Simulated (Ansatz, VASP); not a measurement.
**One calculation of SiAu3, two programs**

```
Si Au
1.0
     0.00000    3.28573    3.28573
     3.28573    0.00000    3.28573
     3.28573    3.28573    0.00000
Si Au
1 3
Direct
  0.00000 0.00000 0.00000
  0.25000 0.25000 0.25000
  0.75000 0.75000 0.75000
  0.50000 0.50000 0.50000
```

Alike in both runs: task single point; functional PBE; k mesh 6 × 6 × 6; occupations fermi-dirac, width 0.1 eV; no spin polarisation.

```csv
,VASP,Ansatz
version,VASP 6.6.1,Ansatz 0.2.0
potentials or method,"VASP PAW PBE potentials, release 64 (Si, Au)","plane waves, PAW"
plane-wave cutoff (eV),520,420
valence electrons in the cell,37,61
```

```csv
,VASP,Ansatz,Ansatz less VASP
gap on the k mesh at the Fermi level (eV),none,none,-
pressure (GPa),-0.9,-0.7,+0.20
```

A gap of «none» marks a metal or a gap that the smearing closes. The functional is the same, so the differences come from potentials, cutoffs and numerics. VASP's potentials hold 37 valence electrons a cell and Ansatz's 61, so a difference there can come from the potentials and not from the codes.

Spin-orbit coupling is off throughout.
